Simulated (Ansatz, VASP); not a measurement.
## Two plane-wave programs on AlRu

```
CELL_PARAMETERS angstrom
3.45775 0.00000 0.00000
0.00000 3.45775 0.00000
0.00000 0.00000 2.75782
ATOMIC_POSITIONS crystal
Al 0.00000 0.00000 0.00000
Ru 0.50000 0.50000 0.00000
```

Alike in both runs: functional PBE; k mesh 16 × 16 × 20; occupations gaussian, width 0.1 eV; no spin polarisation.

Ansatz relaxed the structure, and its values are those at the end. VASP's run is a single point on that final structure, the one shown.

|  | VASP | Ansatz |
| --- | --- | --- |
| version | VASP 6.6.1 | Ansatz 0.2.0 |
| potentials or method | VASP PAW PBE potentials, release 64 (Al, Ru_pv), cutoff 520 eV | scalar-relativistic, plane waves, PAW |
| valence electrons in the cell | 17 | 19 |

|  | VASP | Ansatz | Ansatz less VASP |
| --- | --- | --- | --- |
| gap on the k mesh at the Fermi level (eV) | none | none | - |
| pressure (GPa) | 0.2 | 0.0 | -0.16 |

A gap of «none» marks a metal or a gap that the smearing closes. VASP's potentials hold 17 valence electrons a cell and Ansatz's 19, so a difference there can come from the potentials and not from the codes.
